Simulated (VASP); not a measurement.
Crystal: MgO.

```
Mg O
1.0
     2.57149   -0.05185   -0.05185
    -0.05185    2.57149   -0.05185
    -0.05185   -0.05185    2.57149
Mg O
1 1
Direct
  0.00000 0.00000 0.00000
  0.50000 0.50000 0.50000
```

This cell differs from its parent crystal: strain along [111] -5.9%.

Program: VASP 6.6.1. Alike in all runs: task single point; potentials or basis VASP PAW PBE potentials, release 64 (Mg, O); no spin polarisation; cell as given; cutoff (eV) 520. Hardware: 1 thread of Intel(R) Xeon(R) Platinum 8488C (Sapphire Rapids) (shared host).

Task: Order these runs on this cell by their wall time, lowest first.
A. level PBE; k mesh 10 × 10 × 10; smearing fermi-dirac 0.02 eV
B. level HSE06; k mesh 6 × 6 × 6; smearing gaussian 0.01 eV; grid for exact exchange (PRECFOCK) Normal; screening parameter 0.2079 1/Å
C. level r2SCAN; k mesh 10 × 10 × 10; smearing gaussian 0.01 eV

Result: A (13 s), C (40 s), B (390 s).
